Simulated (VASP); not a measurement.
Crystal: Fe2Ge.

```xyz
6
Lattice="4.1329 0.0000 0.0000 -2.0664 3.5792 0.0000 0.0000 0.0000 5.0088" Properties=species:S:1:pos:R:3 pbc="T T T"
Fe    0.0000    0.0000    0.0000
Fe    0.0000    0.0000    2.5044
Fe    2.0664    1.1931    3.7566
Fe    0.0000    2.3861    1.2522
Ge    2.0664    1.1931    1.2522
Ge    0.0000    2.3861    3.7566
```

- Program: VASP 6.6.1
- Task: relaxation of cell and atoms
- Functional: PBEsol
- Dispersion: D3(BJ)
- Potentials or basis: VASP PAW PBE potentials, release 64 (Fe, Ge_d)
- Cutoff: 600 eV
- k mesh: 7 × 7 × 5
- Occupations: fermi-dirac, width 0.15 eV
- Spin: collinear spin, ferromagnetic start
- Starting moments: [3.5, 3.5, 3.5, 3.5, 0.0, 0.0] μB

At the start: pressure -13.2 GPa; volume 12.35 Å³/atom.

Task: How do energy, volume and symmetry change on relaxing?

Result: Over 4 steps the energy falls by 45.0 meV/atom and the volume is 11.34 Å³/atom (-8.1 %); space group P6_3/mmc (No. 194, to 0.1 Å) before and after; moment 6.35 μB per cell.

Step by step:
```csv
step,energy change (eV),largest force (eV/Å),pressure (GPa),volume (Å³)
1,0.0000,0.0000,-13.24,74.09
2,-0.0653,0.0000,15.73,63.68
3,-0.2697,0.0000,-0.18,68.18
4,-0.2697,0.0000,0.16,68.06
```

Final structure:
```
Fe Ge
1.0
     4.01670    0.00000    0.00000
    -2.00835    3.47856    0.00000
     0.00000    0.00000    4.87120
Fe Ge
4 2
Direct
  0.00000 0.00000 0.00000
  0.00000 0.00000 0.50000
  0.66667 0.33333 0.75000
  0.33333 0.66667 0.25000
  0.66667 0.33333 0.25000
  0.33333 0.66667 0.75000
```

Caveat: the PAW data sets were made with another functional, which shifts forces and pressure a little.
